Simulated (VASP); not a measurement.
# Ti12H in VASP: single point with LDA

Aim: the single point of Ti12H with LDA.

Everything below comes from runs of VASP 6.6.1. Logs are shortened: lines on timing, memory, paths and dates and some standing lists are left out, and cuts for length are marked.

## (1) The cell of the first run

The cell holds a slab with vacuum, 13 atoms: a = 5.728 Å, b = 5.728 Å, c = 23.535 Å, α = 90.00°, β = 90.00°, γ = 120.00°.

## (2) Single point, LDA

Input file INCAR:

```
SYSTEM = Ti12H
PREC = Accurate
ENCUT = 520
EDIFF = 1E-6
ISMEAR = 0
SIGMA = 0.1
LREAL = .FALSE.
LASPH = .TRUE.
NELM = 100
ALGO = Normal
ISIF = 2
LWAVE = .FALSE.
LCHARG = .FALSE.
LDIPOL = .TRUE.
IDIPOL = 3
DIPOL = 0.5 0.5 0.466
GGA = CA
NBANDS = 84
```

Input file KPOINTS:

```
regular mesh
0
G
  6 6 1
  0 0 0
```

Input file POSCAR:

```
Ti12H
1.0
    5.7279457226      0.0000000000      0.0000000000
   -2.8639728613      4.9605465073      0.0000000000
    0.0000000000      0.0000000000     23.5347341919
Ti H
12 1
Direct
    0.1666666667      0.3333333333      0.3611683026
    0.1666666667      0.8333333333      0.3611683026
    0.6666666667      0.3333333333      0.3611683026
    0.6666666667      0.8333333333      0.3611683026
    0.3372938950      0.1627061050      0.4514212730
    0.3372938950      0.6745877899      0.4514212730
    0.8254122101      0.1627061050      0.4514212730
    0.8333333333      0.6666666667      0.4551451516
    0.1666666667      0.3333333333      0.5434924395
    0.1681017688      0.8340508844      0.5477457977
    0.6659491156      0.3318982312      0.5477457977
    0.6659491156      0.8340508844      0.5477457977
    0.1666666667      0.3333333333      0.6197500846
```

Potentials or basis: VASP PAW LDA potentials, release 64 (Ti_sv, H).

Run with:

```
$ cat potpaw_LDA.64/Ti_sv/POTCAR potpaw_LDA.64/H/POTCAR > POTCAR
$ mpirun -np 1 vasp_std > vasp.out
```

OUTCAR:

```text
SYSTEM = Ti12H
   PREC = Accurate
   ENCUT = 520
   EDIFF = 1E-6
   ISMEAR = 0
   LREAL = .FALSE.
   LASPH = .TRUE.
   NELM = 100
   ISIF = 2
   GGA = CA

 ion  position               nearest neighbor table
   1  0.167  0.333  0.361-   5 2.72   7 2.72   6 2.72   3 2.86   3 2.86   2 2.86   2 2.86   4 2.86
                             4 2.86
   2  0.167  0.833  0.361-   6 2.68   5 2.68   8 2.76   4 2.86   4 2.86   3 2.86   1 2.86   1 2.86
                             3 2.86
   3  0.667  0.333  0.361-   7 2.68   5 2.68   8 2.76   1 2.86   1 2.86   2 2.86   4 2.86   4 2.86
                             2 2.86
   4  0.667  0.833  0.361-   6 2.68   7 2.68   8 2.76   2 2.86   2 2.86   1 2.86   3 2.86   3 2.86
                             1 2.86
   5  0.337  0.163  0.451-   3 2.68   2 2.68   1 2.72   9 2.75  11 2.79  10 2.79   7 2.80   6 2.80
                             8 2.87   8 2.87
   6  0.337  0.675  0.451-   2 2.68   4 2.68   1 2.72   9 2.75  12 2.79  10 2.79   7 2.80   5 2.80
                             8 2.87   8 2.87
   7  0.825  0.163  0.451-   3 2.68   4 2.68   1 2.72   9 2.75  12 2.79  11 2.79   5 2.80   6 2.80
                             8 2.87   8 2.87
   8  0.833  0.667  0.455-  12 2.74  10 2.74  11 2.74   4 2.76   2 2.76   3 2.76   6 2.87   7 2.87
                             5 2.87   5 2.87   6 2.87   7 2.87
   9  0.167  0.333  0.543-  13 1.79   5 2.75   7 2.75   6 2.75  11 2.87  10 2.87  12 2.87  12 2.87
                            11 2.87  10 2.87
  10  0.168  0.834  0.548-   8 2.74   5 2.79   6 2.79  12 2.85  11 2.85   9 2.87   9 2.87  12 2.88
                            11 2.88
  11  0.666  0.332  0.548-   8 2.74   5 2.79   7 2.79  10 2.85  12 2.85   9 2.87   9 2.87  10 2.88
                            12 2.88
  12  0.666  0.834  0.548-   8 2.74   6 2.79   7 2.79  10 2.85  11 2.85   9 2.87   9 2.87  10 2.88
                            11 2.88
  13  0.167  0.333  0.620-   9 1.79

  LATTYP: Found a hexagonal cell.
 ALAT       =     5.7279457226
 C/A-ratio  =     4.1087564952

  Lattice vectors:

 A1 = (   5.7279457226,   0.0000000000,   0.0000000000)
 A2 = (  -2.8639728613,   4.9605465073,   0.0000000000)
 A3 = (   0.0000000000,   0.0000000000,  23.5347341919)

Analysis of symmetry for initial positions (statically):
=====================================================================
 Subroutine PRICEL returns:
 Original cell was already a primitive cell.

 Routine SETGRP: Setting up the symmetry group for a
 hexagonal supercell.

 Subroutine GETGRP returns: Found  6 space group operations
 (whereof  2 operations were pure point group operations)
 out of a pool of 24 trial point group operations.

The static configuration has the point symmetry C_1h.
 The point group associated with its full space group is C_3v.

Analysis of symmetry for dynamics (positions and initial velocities):
=====================================================================
 Subroutine PRICEL returns:
 Original cell was already a primitive cell.

 Routine SETGRP: Setting up the symmetry group for a
 hexagonal supercell.

 Subroutine GETGRP returns: Found  6 space group operations
 (whereof  2 operations were pure point group operations)
 out of a pool of 24 trial point group operations.

The dynamic configuration has the point symmetry C_1h.
 The point group associated with its full space group is C_3v.

 Subroutine INISYM returns: Found  6 space group operations
 (whereof  2 operations are pure point group operations),
 and found     1 'primitive' translations

----------------------------------------------------------------------------------------

                                     Primitive cell

  volume of cell :     668.7098

  direct lattice vectors                    reciprocal lattice vectors
     5.727945723  0.000000000  0.000000000     0.174582660  0.100795346  0.000000000
    -2.863972861  4.960546507  0.000000000     0.000000000  0.201590691  0.000000000
     0.000000000  0.000000000 23.534734192     0.000000000  0.000000000  0.042490389

  length of vectors
     5.727945723  5.727945723 23.534734192     0.201590691  0.201590691  0.042490389

  position of ions in fractional coordinates (direct lattice)
     0.166666667  0.333333333  0.361168303
     0.166666667  0.833333333  0.361168303
     0.666666667  0.333333333  0.361168303
[... 46 lines left out ...]
     0.000000000  0.000000000  0.000000000

 Subroutine IBZKPT returns following result:
 ===========================================

 Found      7 irreducible k-points:

 Following reciprocal coordinates:
            Coordinates               Weight
  0.000000  0.000000  0.000000      1.000000
  0.166667 -0.000000  0.000000      6.000000
  0.333333 -0.000000  0.000000      6.000000
  0.500000 -0.000000  0.000000      3.000000
  0.166667  0.166667  0.000000      6.000000
  0.333333  0.166667  0.000000     12.000000
  0.333333  0.333333  0.000000      2.000000
   k-points           NKPTS =      7   k-points in BZ     NKDIM =      7   number of bands    NBANDS=     84
   number of dos      NEDOS =    301   number of ions     NIONS =     13
   total plane-waves  NPLWV = 414720
   dimension x,y,z NGX =    48 NGY =   48 NGZ =  180
   dimension x,y,z NGXF=    96 NGYF=   96 NGZF=  360
   ions per type =              12   1
   NGX,Y,Z   is equivalent  to a cutoff of  13.93, 13.93, 12.71 a.u.
   NGXF,Y,Z  is equivalent  to a cutoff of  27.86, 27.86, 25.43 a.u.
 SYSTEM =  Ti12H
   PREC   = accura    normal or accurate (medium, high low for compatibility)
   ISTART =      0    job   : 0-new  1-cont  2-samecut
   ICHARG =      2    charge: 1-file 2-atom 10-const
   ISPIN  =      1    spin polarized calculation?
   LNONCOLLINEAR =      F non collinear calculations
   LSORBIT =      F    spin-orbit coupling
   LASPH  =      T    aspherical Exc in radial PAW
   ENCUT  =  520.0 eV  38.22 Ry    6.18 a.u.  10.65 10.65 43.76*2*pi/ulx,y,z
   NELM   =    100;   NELMIN=  2; NELMDL= -5     # of ELM steps
   EDIFF  = 0.1E-05   stopping-criterion for ELM
   LREAL  =      F    real-space projection
   EDIFFG = 0.1E-04   stopping-criterion for IOM
   NSW    =      0    number of steps for IOM
   IBRION =     -1    ionic relax: 0-MD 1-quasi-New 2-CG
   NFREE  =      0    steps in history (QN), initial steepest desc. (CG)
   ISIF   =      2    stress and relaxation
   ISYM   =      2    0-nonsym 1-usesym 2-fastsym
   POTIM  = 0.5000    time-step for ionic-motion
   TEBEG  =    0.0;   TEEND  =   0.0 temperature during run
   PSTRESS=    0.0 pullay stress
   NELECT =     145.0000    total number of electrons
   NUPDOWN=      -1.0000    fix difference up-down
   EMIN   =  10.00;   EMAX   =-10.00  energy-range for DOS
   EFERMI =   0.00;   METHOD = LEGACY
   ISMEAR =     0;   SIGMA  =   0.10  broadening in eV -4-tet -1-fermi 0-gaus
   EFERMI_NEDOS =   21; number of points for ismear=-14 and -15
   IALGO  =     38    algorithm
   IMIX   =      4    mixing-type and parameters
     AMIX     =   0.40;   BMIX     =  1.00
     AMIX_MAG =   1.60;   BMIX_MAG =  1.00
  volume/ion in A,a.u.               =      51.44       347.13
  Fermi-wavevector in a.u.,A,eV,Ry     =   0.983524  1.858591 13.161178  0.967319
  Thomas-Fermi vector in A             =   2.114688
   LORBIT       =      0    0 simple, 1 ext, 2 COOP (PROOUT), +10 PAW based schemes
   GGA     = CA    functional components
   LHFCALC =     F    Hartree Fock is set to
   AEXX    =    0.0000 exact exchange contribution
   IVDW    =     0    specifies the selected vdW correction
   LEPSILON=     F    determine dielectric tensor
   LRPA    =     F    only Hartree local field effects (RPA)
 non-spin polarized calculation
 Gauss-broadening in eV      SIGMA  =   0.10
  energy-cutoff  :      520.00
  volume of cell :      668.71
 maximum number of plane-waves:     18053
 NGX is ok and might be reduce to    48
   NGX = 21   NGY = 21   NGZ = 87

 dipolmoment           0.000000      0.000000     -0.007230 electrons x Angstroem

 number of electron     145.0000005 magnetization

 dipolmoment           0.000000      0.000000      0.032112 electrons x Angstroem

 Free energy of the ion-electron system (eV)
  ---------------------------------------------------
  ext. energy  EPLUGINS =         0.00000000
  ---------------------------------------------------
  free energy    TOTEN  =       -98.09262141 eV

  energy without entropy =      -98.00446627  energy(sigma->0) =      -98.04854384

 E-fermi :  -0.7696     XC(G=0):  -4.4682

 val. band max:       -0.7760875681   @ k =   0.1667  -0.0000   0.0000
 cond. band min:      -0.7594714860   @ k =   0.1667  -0.0000   0.0000
 fundamental gap:      0.0166160821
 Fermi energy:        -0.7695970964

 k-point     1 :       0.0000    0.0000    0.0000
  band No.  band energies     occupation
      1     -56.8678      2.00000
      2     -56.7867      2.00000
      3     -56.7779      2.00000
      4     -56.7779      2.00000
      5     -56.6782      2.00000
      6     -56.6643      2.00000
[... 598 lines left out ...]
     83      -0.0638      0.00000
     84       0.0866      0.00000

------------------------ aborting loop because EDIFF is reached ----------------------------------------

 vacuum level on the upper side and lower side of the slab       (xc-potential included)         0.025        -0.206

  FORCE on cell =-STRESS in cart. coord.  units (eV):
  Direction    XX          YY          ZZ          XY          YZ          ZX
  --------------------------------------------------------------------------------------
  -------------------------------------------------------------------------------------
  Total       -6.7804822     -6.7804822     -0.2238135      0.0000000      0.0000000      0.0000000
  in kB      -16.2455135    -16.2455135     -0.5362398      0.0000000      0.0000000      0.0000000
  external PRESSURE =     -11.0090890 kB  Pullay stress =       0.0000000 kB

 VOLUME and BASIS-vectors are now :
 -----------------------------------------------------------------------------
  energy-cutoff  :      520.00
  volume of cell :      668.71
      direct lattice vectors                 reciprocal lattice vectors
     5.727945723  0.000000000  0.000000000     0.174582660  0.100795346  0.000000000
    -2.863972861  4.960546507  0.000000000     0.000000000  0.201590691  0.000000000
     0.000000000  0.000000000 23.534734192     0.000000000  0.000000000  0.042490389

 POSITION                                       TOTAL-FORCE (eV/Angst)
 -----------------------------------------------------------------------------------
      0.00000      1.65352      8.50000        -0.000000      0.000000      0.168994
     -1.43199      4.13379      8.50000        -0.200638     -0.115838     -0.049389
      2.86397      1.65352      8.50000        -0.000000      0.231676     -0.049389
      1.43199      4.13379      8.50000         0.200638     -0.115838     -0.049389
      1.46602      0.80711     10.62408        -0.004600      0.002656      0.005577
      0.00000      3.34632     10.62408        -0.000000     -0.005311      0.005577
      4.26193      0.80711     10.62408         0.004600      0.002656      0.005577
      2.86397      3.30703     10.71172        -0.000000      0.000000      0.003636
      0.00000      1.65352     12.79095        -0.000000      0.000000     -0.013788
     -1.42582      4.13735     12.89105         0.002609      0.001506     -0.007618
      2.86397      1.64640     12.89105        -0.000000     -0.003013     -0.007618
      1.42582      4.13735     12.89105        -0.002609      0.001506     -0.007618
      0.00000      1.65352     14.58565        -0.000000      0.000000     -0.004553
 -----------------------------------------------------------------------------------
    total drift:                               -0.000000      0.000000     -0.001918

  FREE ENERGIE OF THE ION-ELECTRON SYSTEM (eV)
  ---------------------------------------------------
  free  energy   TOTEN  =       -98.0926214128 eV

  energy  without entropy=      -98.0044662697  energy(sigma->0) =      -98.04854384

 vacuum level on the upper side and lower side of the slab         4.135         3.917
```

Run time: 21 min. Hardware: 1 thread of Intel Xeon Platinum 8488C (Sapphire Rapids), shared host; peak memory 0.71 GiB.

Results:

```yaml
Free_energy: -98.0926 eV
Largest_force: 0.237 eV/Å
Band_gap_on_the_k_mesh: zero (an odd number of electrons rules out a gap without spin polarisation)
```

Forces on the atoms (eV/Å):
```
Ti   0.000  0.000  0.169
Ti  -0.201 -0.116 -0.049
Ti   0.000  0.232 -0.049
Ti   0.201 -0.116 -0.049
Ti  -0.005  0.003  0.006
Ti   0.000 -0.005  0.006
Ti   0.005  0.003  0.006
Ti   0.000  0.000  0.004
Ti   0.000  0.000 -0.014
Ti   0.003  0.002 -0.008
Ti   0.000 -0.003 -0.008
Ti  -0.003  0.002 -0.008
H    0.000  0.000 -0.005
```

Levels at points of the mesh, in eV from the Fermi level:
```
           k point  band 68  band 69  band 70  band 71  band 72  band 73  band 74  band 75
(0.00, 0.00, 0.00)    -0.08     0.04     0.04     0.08     0.72     0.72     0.74     0.74
(0.50, 0.00, 0.00)    -0.54    -0.40    -0.38    -0.36    -0.19    -0.18    -0.10    -0.10
```
